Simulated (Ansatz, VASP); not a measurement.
**One calculation of NbAs, two programs**

```
Nb As
1.0
    -1.72585    1.72585    5.84000
     1.72585   -1.72585    5.84000
     1.72585    1.72585   -5.84000
Nb As
2 2
Cartesian
  0.0000 0.0000 0.0000
  0.0000 1.7258 2.9200
  0.0000 0.0000 4.8589
  1.7259 0.0000 1.9389
```

Alike in both runs: task single point; functional PBE; k mesh 8 × 8 × 8; occupations gaussian, width 0.1 eV; no spin polarisation.

```csv
,VASP,Ansatz
version,VASP 6.6.1,Ansatz 0.2.0
potentials or method,"VASP PAW PBE potentials, release 64 (Nb_sv, As), cutoff 520 eV","scalar-relativistic, plane waves, PAW"
valence electrons in the cell,36,56
```

|  | VASP | Ansatz | Ansatz less VASP |
| --- | --- | --- | --- |
| gap on the k mesh at the Fermi level (eV) | none | none | - |
| pressure (GPa) | 3.3 | 3.3 | -0.01 |
| traceless stress, the component that is largest in VASP (GPa) | 0.56 | 0.60 | +0.040 |
| rms of the force components (eV/Å) | 0.172 | 0.172 | -0.0005 |

Atom by atom the forces differ by 0.001 eV/Å (rms over components). A gap of «none» marks a metal or a gap that the smearing closes. VASP's potentials hold 36 valence electrons a cell and Ansatz's 56, so a difference there can come from the potentials and not from the codes.
